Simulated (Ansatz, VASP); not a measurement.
**AlP in VASP and in Ansatz**

```
Al P
1.0
     0.00000    2.74616    2.74616
     2.74616    0.00000    2.74616
     2.74616    2.74616    0.00000
Al P
1 1
Direct
  0.00000 0.00000 0.00000
  0.75000 0.75000 0.75000
```

Change from the starting cell: species swapped into the SiC type (F-43m, No. 216).

Alike in both runs: functional PBE; k mesh 7 × 7 × 7; occupations gaussian, width 0.2 eV; no spin polarisation.

Ansatz relaxed the structure, and its values are those at the end. VASP's run is a single point on that final structure, the one shown.

|  | VASP | Ansatz |
| --- | --- | --- |
| version | VASP 6.6.1 | Ansatz 0.2.0 |
| potentials or method | VASP PAW PBE potentials, release 64 (Al, P), cutoff 500 eV | scalar-relativistic, plane waves, PAW |
| valence electrons in the cell | 8 | 8 |

|  | VASP | Ansatz | Ansatz less VASP |
| --- | --- | --- | --- |
| gap on the k mesh at the Fermi level (eV) | 1.74 | 1.74 | +0.002 |
| least direct gap on the mesh (eV) | 3.15 | 3.16 | +0.002 |
| pressure (GPa) | 0.6 | 0.7 | +0.09 |

With one functional, cell and mesh, what is left measures potentials, basis and numerics.
